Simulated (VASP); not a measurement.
Input of a VASP 6.6.1 run:

Contents of INCAR:

```
SYSTEM = Be2C
PREC = Accurate
ENCUT = 520
EDIFF = 1E-7
ISMEAR = 0
SIGMA = 0.01
LREAL = .False.
LASPH = .True.
NELM = 120
ALGO = Normal
ISIF = 2
LWAVE = .False.
LCHARG = .False.
GGA = PS
IBRION = 2
NSW = 50
EDIFFG = -0.002
GGA_COMPAT = .False.
NELMIN = 4
```

KPOINTS

```
regular mesh
0
Gamma
  8 8 8
  0 0 0
```

Contents of POSCAR:

```
Be2C
1.0
    0.0107768844      2.1607653237      2.1607653237
    2.1607653237      0.0107768844      2.1607653237
    2.1607653237      2.1607653237      0.0107768844
Be C
2 1
Direct
    0.2500000000      0.2500000000      0.2500000000
    0.7500000000      0.7500000000      0.7500000000
    0.0000000000      0.0000000000      0.0000000000
```

Potentials or basis: VASP PAW PBE potentials, release 64 (Be, C).

Command:

```bash
$ cat potpaw_PBE.64/Be/POTCAR potpaw_PBE.64/C/POTCAR > POTCAR
$ mpirun -np 1 vasp_std > vasp.out
```

(1) Predict the band gap on the k mesh.

(2) What does it give for the energy gained by relaxing?

## Answers

(1) 1.05 eV, indirect (least direct gap 3.98 eV).

(2) 0.0 meV/atom.

Caveat: the cell differs from its parent crystal (equal xy, yz and zx engineering shears of +0.5 %).
